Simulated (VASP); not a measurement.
Crystal: Co.

```
CELL_PARAMETERS angstrom
1.52235 0.87893 2.82301
-1.52235 0.87893 2.82301
0.00000 -1.75786 2.82301
ATOMIC_POSITIONS crystal
Co 0.22754 0.22754 0.22754
Co 0.77246 0.77246 0.77246
```

* Program: VASP 6.6.1
* Task: relaxation of cell and atoms
* Functional: r2SCAN
* Potentials or basis: VASP PAW PBE potentials, release 64 (Co)
* Cutoff: 600 eV
* k mesh: 6 × 6 × 6
* Occupations: gaussian, width 0.1 eV
* Spin: collinear spin, ferromagnetic start
* Starting moments: [2.09, 2.09] μB

At the start: pressure 32.6 GPa; volume 11.33 Å³/atom.

Question: Where does the relaxation end?

Answer: Over 23 steps the energy falls by 1094.7 meV/atom and the volume is 10.62 Å³/atom (-6.3 %); space group Fm-3m (No. 225, to 0.05 Å); moment 3.42 μB per cell.

The path:
| step | energy change (eV) | largest force (eV/Å) | pressure (GPa) | volume (Å³) |
| --- | --- | --- | --- | --- |
| 1 | 0.0000 | 3.7421 | 32.59 | 22.66 |
| 2 | -0.2637 | 0.0336 | -20.53 | 31.10 |
| 3 | -0.6522 | 0.8046 | -6.96 | 26.68 |
| 4 | -0.6534 | 0.8691 | -6.00 | 26.52 |
| 5 | -0.8079 | 0.3581 | -3.13 | 25.45 |
| 6 | -0.9618 | 0.4677 | 5.48 | 23.75 |
| 7 | -1.0593 | 0.8733 | 5.27 | 23.66 |
| 8 | -1.2450 | 2.2137 | 6.65 | 23.21 |
| 9 | -1.3913 | 1.9494 | 1.21 | 23.42 |
| 10 | -1.7184 | 1.8593 | -8.51 | 23.84 |
| 11 | -1.7540 | 0.2527 | -14.39 | 23.81 |
| 12 | -1.9133 | 1.2706 | -14.28 | 23.96 |
| 13 | -2.0579 | 0.7047 | -11.30 | 22.82 |
| 14 | -2.0836 | 0.4618 | -5.74 | 22.12 |
| 15 | -2.0842 | 0.4947 | -6.81 | 22.23 |
| 16 | -2.1370 | 0.4943 | -3.26 | 21.67 |
| 17 | -2.1463 | 0.5968 | 10.10 | 20.44 |
| 18 | -2.1640 | 0.5582 | 3.08 | 21.01 |
| 19 | -2.1814 | 0.3685 | 0.90 | 21.18 |
| 20 | -2.1878 | 0.0920 | -1.09 | 21.34 |
| 21 | -2.1892 | 0.0047 | 0.06 | 21.23 |
| 22 | -2.1893 | 0.0134 | 0.29 | 21.21 |
| 23 | -2.1894 | 0.0107 | -0.04 | 21.24 |

Final structure:
```
CELL_PARAMETERS angstrom
1.23225 0.71144 4.03854
-1.23225 0.71144 4.03854
0.00000 -1.42288 4.03854
ATOMIC_POSITIONS crystal
Co 0.24995 0.24995 0.24995
Co 0.75005 0.75005 0.75005
```

Caveat: the k points lie up to 0.50 Å⁻¹ apart in the final cell; the PAW data sets were made with another functional, which shifts forces and pressure a little.
